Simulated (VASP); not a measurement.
# MoS2: single point with PBEsol

MoS2:

```xyz
12
Lattice="-5.5333 9.9886 5.6361 2.7954 -4.9964 2.8504 2.7654 4.9945 -2.8222" Properties=species:S:1:pos:R:3 pbc="T T T"
Mo    0.0412   -0.0508    4.3182
Mo    0.0265   -0.0556    1.4840
Mo   -2.7257    4.9420    7.1362
Mo   -2.7397    4.9359    4.3021
S     1.4608    3.8079    2.9151
S     1.3721    1.0783    0.0630
S     1.4468    6.0731    0.0832
S     1.3865   -1.1846    2.8968
S    -1.3061    8.8027    5.7351
S    -1.3938    6.0716    2.8830
S    -1.3199   11.0648    2.9002
S    -1.3803    3.8071    5.7159
```

| Property | Result |
| --- | --- |
| Program | VASP 6.6.1 |
| Task | single point |
| Functional | PBEsol |
| Potentials or basis | VASP PAW PBE potentials, release 64 (Mo_sv, S) |
| Cutoff | 520 eV |
| k mesh | 4 × 4 × 4 |
| Occupations | fermi-dirac, width 0.05 eV |
| Spin | no spin polarisation |
| Dipole correction | no |
| Further INCAR settings | ALGO = Normal; EDIFF = 1e-06; NBANDS = 64 |

The pressure is 0.0 GPa and the largest force is 0.003 eV/Å. The band gap on the k mesh is zero (filled and empty bands touch).

Forces on the atoms (eV/Å):
```
Mo   0.000  0.000  0.000
Mo   0.000 -0.001  0.000
Mo   0.000  0.001  0.000
Mo   0.000  0.000  0.000
S   -0.001 -0.003  0.000
S    0.001  0.002 -0.001
S   -0.001  0.003  0.000
S    0.001 -0.002  0.000
S    0.000 -0.002  0.000
S    0.000  0.002  0.000
S   -0.001  0.003  0.001
S    0.001 -0.002  0.000
```

Levels at points of the mesh, in eV from the Fermi level:
```tsv
k point	band 50	band 51	band 52	band 53	band 54	band 55
(0.00, 0.00, 0.00)	-0.29	-0.28	-0.18	0.28	1.09	1.09
(0.50, 0.00, 0.00)	-0.33	-0.23	-0.23	0.59	0.59	1.28
(0.00, 0.50, 0.00)	-0.28	-0.28	-0.17	0.09	1.29	1.42
(0.50, 0.50, 0.00)	-0.54	-0.07	-0.07	0.69	0.69	1.34
(0.00, 0.00, 0.50)	-0.29	-0.29	-0.17	0.09	1.29	1.42
(0.50, 0.00, 0.50)	-0.54	-0.07	-0.07	0.68	0.68	1.35
(0.00, 0.50, 0.50)	-0.29	-0.29	-0.28	0.02	1.09	1.09
(0.50, 0.50, 0.50)	-0.54	-0.28	-0.28	0.53	0.53	1.29
```

Wall time 45 min on 1 thread of Oxide Virtual Turin-like Processor (shared host), peak memory 0.8 GiB.

Caveat: the PAW data sets were made with another functional, which shifts forces and pressure a little.
